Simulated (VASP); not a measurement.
# Ba2CaAs6Os (Fm-3m) in VASP: single point with PBE

Aim: the single point of Ba2CaAs6Os with PBE.

All numbers are computed with VASP 6.6.1; they aren't measurements. Logs are shortened: lines on timing, memory, paths and dates and some standing lists are left out, and cuts for length are marked.

## (1) The cell of the first run

The structure is cubic, space group Fm-3m (No. 225). Conventional cell: a = 9.774 Å, b = 9.774 Å, c = 9.774 Å, α = 90.00°, β = 90.00°, γ = 90.00°. Within 4.5 Å of Ba (site symmetry -43m) lie 12 As at 3.46 Å and 4 Ca at 4.23 Å and 4 Os at 4.23 Å. Ca (site symmetry m-3m) has 6 As at 2.61 Å within 3.4 Å. Within 3.0 Å of Os (site symmetry m-3m) lie 6 As at 2.28 Å. As (site symmetry 4mm) has 1 Os at 2.28 Å and 1 Ca at 2.61 Å within 3.0 Å.

## (2) Single point, PBE

The input, POSCAR:

```
Ba2CaAs6Os
1.0
    0.0000000000      4.8868910000      4.8868910000
    4.8868910000      0.0000000000      4.8868910000
    4.8868910000      4.8868910000      0.0000000000
Ba Ca Os As
2 1 1 6
Direct
    0.2500000000      0.2500000000      0.2500000000
    0.7500000000      0.7500000000      0.7500000000
    0.5000000000      0.5000000000      0.5000000000
    0.0000000000      0.0000000000      0.0000000000
    0.7670000000      0.2330000000      0.2330000000
    0.2330000000      0.7670000000      0.2330000000
    0.2330000000      0.7670000000      0.7670000000
    0.7670000000      0.2330000000      0.7670000000
    0.2330000000      0.2330000000      0.7670000000
    0.7670000000      0.7670000000      0.2330000000
```

The input, INCAR.step1:

```
SYSTEM = Ba2CaAs6Os
PREC     = Accurate       ! precision mode
ENCUT    = 520            ! plane-wave cutoff, eV
EDIFF    = 1E-6           ! SCF threshold, eV
ISMEAR   = -1             ! smearing method
SIGMA    = 0.1            ! smearing width, eV
LREAL    = .False.        ! projectors in reciprocal space
LASPH    = .True.         ! aspherical terms in the spheres
NELM     = 100            ! most SCF steps
ALGO     = Normal         ! electronic algorithm
ISIF     = 2              ! what is computed and relaxed
LWAVE    = .False.        ! write WAVECAR
LCHARG   = .True.         ! write CHGCAR
LMAXMIX  = 4              ! l up to which the mixer works
GGA      = PE             ! functional
NBANDS   = 45             ! bands
```

The input, KPOINTS.step1:

```
Automatic mesh
0
Gamma
  6 6 6
  0 0 0
```

The input, INCAR.step2:

```
SYSTEM = Ba2CaAs6Os
PREC     = Accurate       ! precision mode
ENCUT    = 520            ! plane-wave cutoff, eV
EDIFF    = 1E-6           ! SCF threshold, eV
ISMEAR   = -5             ! smearing method
SIGMA    = 0.1            ! smearing width, eV
LREAL    = .False.        ! projectors in reciprocal space
LASPH    = .True.         ! aspherical terms in the spheres
NELM     = 100            ! most SCF steps
ALGO     = Normal         ! electronic algorithm
ISIF     = 2              ! what is computed and relaxed
LWAVE    = .False.        ! write WAVECAR
LCHARG   = .False.        ! write CHGCAR
LMAXMIX  = 4              ! l up to which the mixer works
GGA      = PE             ! functional
LORBIT   = 10             ! projections on sites
NEDOS    = 2001           ! points of the DOS
ICHARG   = 11             ! starting density
```

The input, KPOINTS.step2:

```
Automatic mesh
0
Gamma
  9 9 9
  0 0 0
```

Potentials or basis: VASP PAW PBE potentials, release 64 (Ba_sv, Ca_sv, Os, As).

Command:

```console
$ cat potpaw_PBE.64/Ba_sv/POTCAR potpaw_PBE.64/Ca_sv/POTCAR potpaw_PBE.64/Os/POTCAR potpaw_PBE.64/As/POTCAR > POTCAR
$ cp INCAR.step1 INCAR
$ cp KPOINTS.step1 KPOINTS
$ mpirun -np 1 vasp_std > vasp.out
$ cp INCAR.step2 INCAR
$ cp KPOINTS.step2 KPOINTS
$ mpirun -np 1 vasp_std > vasp.out
```

OUTCAR:

```text
SYSTEM = Ba2CaAs6Os
   PREC = Accurate
   ENCUT = 520
   EDIFF = 1E-6
   ISMEAR = -5
   LREAL = .False.
   LASPH = .True.
   NELM = 100
   ISIF = 2
   GGA = PE
   LORBIT = 10
   ICHARG = 11

 ion  position               nearest neighbor table
   1  0.250  0.250  0.250-   8 3.46   7 3.46   7 3.46   8 3.46   5 3.46  10 3.46  10 3.46   6 3.46
                             9 3.46   5 3.46   6 3.46   9 3.46
   2  0.750  0.750  0.750-   5 3.46   6 3.46   5 3.46   6 3.46   8 3.46  10 3.46  10 3.46   8 3.46
                             9 3.46   7 3.46   7 3.46   9 3.46
   3  0.500  0.500  0.500-   5 2.61   6 2.61   7 2.61   8 2.61   9 2.61  10 2.61
   4  0.000  0.000  0.000-   5 2.28   6 2.28   7 2.28   8 2.28   9 2.28  10 2.28
   5  0.767  0.233  0.233-   4 2.28   3 2.61   2 3.46   2 3.46   1 3.46   1 3.46
   6  0.233  0.767  0.233-   4 2.28   3 2.61   2 3.46   2 3.46   1 3.46   1 3.46
   7  0.233  0.767  0.767-   4 2.28   3 2.61   1 3.46   1 3.46   2 3.46   2 3.46
   8  0.767  0.233  0.767-   4 2.28   3 2.61   1 3.46   1 3.46   2 3.46   2 3.46
   9  0.233  0.233  0.767-   4 2.28   3 2.61   1 3.46   2 3.46   2 3.46   1 3.46
  10  0.767  0.767  0.233-   4 2.28   3 2.61   2 3.46   2 3.46   1 3.46   1 3.46

  LATTYP: Found a face centered cubic cell.
 ALAT       =     9.7737820000

  Lattice vectors:

 A1 = (   0.0000000000,   4.8868910000,   4.8868910000)
 A2 = (   4.8868910000,   0.0000000000,   4.8868910000)
 A3 = (   4.8868910000,   4.8868910000,   0.0000000000)

Analysis of symmetry for initial positions (statically):
=====================================================================
 Subroutine PRICEL returns:
 Original cell was already a primitive cell.

 Routine SETGRP: Setting up the symmetry group for a
 face centered cubic supercell.

 Subroutine GETGRP returns: Found 48 space group operations
 (whereof 48 operations were pure point group operations)
 out of a pool of 48 trial point group operations.

The static configuration has the point symmetry O_h .

Analysis of symmetry for dynamics (positions and initial velocities):
=====================================================================
 Subroutine PRICEL returns:
 Original cell was already a primitive cell.

 Routine SETGRP: Setting up the symmetry group for a
 face centered cubic supercell.

 Subroutine GETGRP returns: Found 48 space group operations
 (whereof 48 operations were pure point group operations)
 out of a pool of 48 trial point group operations.

The dynamic configuration has the point symmetry O_h .
[... 140 lines left out ...]
  Thomas-Fermi vector in A             =   2.221373
   LORBIT       =     10    0 simple, 1 ext, 2 COOP (PROOUT), +10 PAW based schemes
   GGA     = PE    functional components
   LHFCALC =     F    Hartree Fock is set to
   AEXX    =    0.0000 exact exchange contribution
   IVDW    =     0    specifies the selected vdW correction
   LEPSILON=     F    determine dielectric tensor
   LRPA    =     F    only Hartree local field effects (RPA)
 non-spin polarized calculation
 Fermi weights with tetrahedron method with Bloechl corrections
  energy-cutoff  :      520.00
  volume of cell :      233.41
 maximum number of plane-waves:      6314
 NGX is ok and might be reduce to    54

 number of electron      67.9999997 magnetization

 Free energy of the ion-electron system (eV)
  ---------------------------------------------------
  ext. energy  EPLUGINS =         0.00000000
  ---------------------------------------------------
  free energy    TOTEN  =       -45.69072955 eV

  energy without entropy =      -45.69072955  energy(sigma->0) =      -45.69072955

 E-fermi :   4.7306     XC(G=0): -10.0874

 val. band max:        4.7888692544   @ k =   0.3333   0.2222   0.0000
 cond. band min:       4.7500063243   @ k =   0.3333   0.1111   0.0000
 fundamental gap:     -0.0388629301
 Fermi energy:         4.7305647934

 k-point     1 :       0.0000    0.0000    0.0000
  band No.  band energies     occupation
      1     -34.7269      2.00000
      2     -22.7275      2.00000
      3     -22.7083      2.00000
      4     -16.0044      2.00000
      5     -16.0044      2.00000
      6     -16.0044      2.00000
[... 1021 lines left out ...]
     39       6.0997      0.00000
     40       7.9146      0.00000

 [... further k-points ...]

------------------------ aborting loop because EDIFF is reached ----------------------------------------

  FORCE on cell =-STRESS in cart. coord.  units (eV):
  Direction    XX          YY          ZZ          XY          YZ          ZX
  --------------------------------------------------------------------------------------
  -------------------------------------------------------------------------------------
  Total       24.1660767     24.1660767     24.1660767      0.0000000     -0.0000000      0.0000000
  in kB      165.8779960    165.8779960    165.8779960      0.0000000     -0.0000000      0.0000000
  external PRESSURE =     165.8779960 kB  Pullay stress =       0.0000000 kB

 VOLUME and BASIS-vectors are now :
 -----------------------------------------------------------------------------
  energy-cutoff  :      520.00
  volume of cell :      233.41
      direct lattice vectors                 reciprocal lattice vectors
     0.000000000  4.886891000  4.886891000    -0.102314539  0.102314539  0.102314539
     4.886891000  0.000000000  4.886891000     0.102314539 -0.102314539  0.102314539
     4.886891000  4.886891000  0.000000000     0.102314539  0.102314539 -0.102314539

 POSITION                                       TOTAL-FORCE (eV/Angst)
 -----------------------------------------------------------------------------------
      2.44345      2.44345      2.44345        -0.000000     -0.000000     -0.000000
      7.33034      7.33034      7.33034        -0.000000      0.000000     -0.000000
      4.88689      4.88689      4.88689        -0.000000      0.000000      0.000000
      0.00000      0.00000      0.00000        -0.000000      0.000000      0.000000
      2.27729      4.88689      4.88689         2.694165      0.000000      0.000000
      4.88689      2.27729      4.88689        -0.000000      2.694165      0.000000
      7.49649      4.88689      4.88689        -2.694165      0.000000      0.000000
      4.88689      7.49649      4.88689        -0.000000     -2.694165      0.000000
      4.88689      4.88689      2.27729        -0.000000      0.000000      2.694165
      4.88689      4.88689      7.49649        -0.000000      0.000000     -2.694165
 -----------------------------------------------------------------------------------
    total drift:                               -0.000000      0.000000      0.000000

  FREE ENERGIE OF THE ION-ELECTRON SYSTEM (eV)
  ---------------------------------------------------
  free  energy   TOTEN  =       -45.6907295492 eV

  energy  without entropy=      -45.6907295492  energy(sigma->0) =      -45.69072955

 total charge

# of ion       s       p       d       tot
------------------------------------------
    1        2.017   5.586   0.348   7.950
    2        2.017   5.586   0.348   7.950
    3        2.063   5.882   0.510   8.455
    4        0.762   0.939   6.512   8.213
    5        1.277   1.490   0.049   2.817
    6        1.277   1.490   0.049   2.817
    7        1.277   1.490   0.049   2.817
    8        1.277   1.490   0.049   2.817
    9        1.277   1.490   0.049   2.817
   10        1.277   1.490   0.049   2.817
--------------------------------------------------
tot         14.523  26.935   8.013  49.470
```

OUTCAR.step1:

```text
SYSTEM = Ba2CaAs6Os
   PREC = Accurate
   ENCUT = 520
   EDIFF = 1E-6
   ISMEAR = -1
   LREAL = .False.
   LASPH = .True.
[... 1011 lines left out ...]
      4.88689      7.49649      4.88689        -0.000000     -2.703858      0.000000
      4.88689      4.88689      2.27729        -0.000000      0.000000      2.703858
      4.88689      4.88689      7.49649        -0.000000      0.000000     -2.703858
 -----------------------------------------------------------------------------------
    total drift:                                0.000000     -0.000000      0.000000

  FREE ENERGIE OF THE ION-ELECTRON SYSTEM (eV)
  ---------------------------------------------------
  free  energy   TOTEN  =       -45.8260321069 eV

  energy  without entropy=      -45.5628031022  energy(sigma->0) =      -45.69441760
```

It took 19 min on 1 thread of Intel Xeon 8259CL, shared host; peak memory 0.61 GiB.

What came out:

- Valence electrons inside the program's atomic spheres: Ba 7.95; Ca 8.46; Os 8.21; As 2.82

Levels at points of the mesh, in eV from the Fermi level:
| k point | band 30 | band 31 | band 32 | band 33 | band 34 | band 35 | band 36 | band 37 | band 38 | band 39 |
| --- | --- | --- | --- | --- | --- | --- | --- | --- | --- | --- |
| (0.00, 0.00, 0.00) | -0.84 | -0.50 | -0.50 | -0.50 | 1.37 | 1.37 | 1.37 | 1.77 | 1.77 | 1.79 |

Caveat: spin-orbit coupling is left out, which moves the levels of the heavy elements.
